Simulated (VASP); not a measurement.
Here is a VASP 6.6.1 calculation.

INCAR

```
SYSTEM = CsRe
  PREC = Accurate
  ENCUT = 520
  EDIFF = 1E-7
  ISMEAR = -1
  SIGMA = 0.05
  LREAL = .FALSE.
  LASPH = .TRUE.
  NELM = 80
  ALGO = Fast
  ISIF = 2
  LWAVE = .FALSE.
  LCHARG = .FALSE.
  GGA = PE
  NBANDS = 15
```

Contents of KPOINTS:

```
regular mesh
0
G
  8 8 5
  0 0 0
```

The input POSCAR:

```
CsRe
1.0
    3.6893539700      0.0000000000      0.0000000000
   -1.8446769800      3.1950742600      0.0000000000
    0.0000000000      0.0000000000      5.6314427200
Cs Re
1 1
Direct
    0.0028220000      0.0177320000      0.4944620000
    0.0100150000      0.0159480000      0.0002110000
```

Potentials or basis: VASP PAW PBE potentials, release 64 (Cs_sv, Re).

The run is started by

```console
$ cat potpaw_PBE.64/Cs_sv/POTCAR potpaw_PBE.64/Re/POTCAR > POTCAR
$ mpirun -np 1 vasp_std > vasp.out
```

**Question.** Predict the band gap on the k mesh.

**Answer.** Zero (bands 8 and 9 overlap by 1.05 eV).

**Question.** Predict the largest force.

**Answer.** 0.269 eV/Å.

**Question.** Predict the pressure.

**Answer.** -6.8 GPa.

Stress tensor (GPa, compression positive):
```
-12.64   0.00  -0.02
  0.00 -12.63   0.00
 -0.02   0.00   4.72
```

Caveat: the cell differs from its parent crystal (atoms moved at random); the stress differs along the axes, from -13 to 5 GPa; spin-orbit coupling is left out, which moves the levels of the heavy elements.
